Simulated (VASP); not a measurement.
A run of VASP 6.6.1 is set up as follows.

File INCAR:

```
SYSTEM = Sr
ALGO = Normal
EDIFF = 1E-6
ENCUT = 500
GGA = PS
GGA_COMPAT = .FALSE.
ISIF = 2
ISMEAR = 0
LASPH = .TRUE.
LCHARG = .TRUE.
LELF = .TRUE.
LREAL = .FALSE.
LVHAR = .TRUE.
LWAVE = .FALSE.
NBANDS = 11
NELM = 120
PREC = Accurate
SIGMA = 0.1
```

Contents of KPOINTS:

```
k-points
0
G
  6 6 6
  0 0 0
```

File POSCAR:

```
Sr
1.0
    0.0000000000      3.0423500000      3.0423500000
    3.0423500000      0.0000000000      3.0423500000
    3.0423500000      3.0423500000      0.0000000000
Sr
1
Direct
    0.0000000000      0.0000000000      0.0000000000
```

Potentials or basis: VASP PAW PBE potentials, release 64 (Sr_sv).

Launch:

```sh
$ cat potpaw_PBE.64/Sr_sv/POTCAR > POTCAR
$ mpirun -np 1 vasp_std > vasp.out
```

(1) What does it give for the pressure?

Results:

(1) -0.9 GPa.

Caveat: the PAW data sets were made with another functional, which shifts forces and pressure a little.
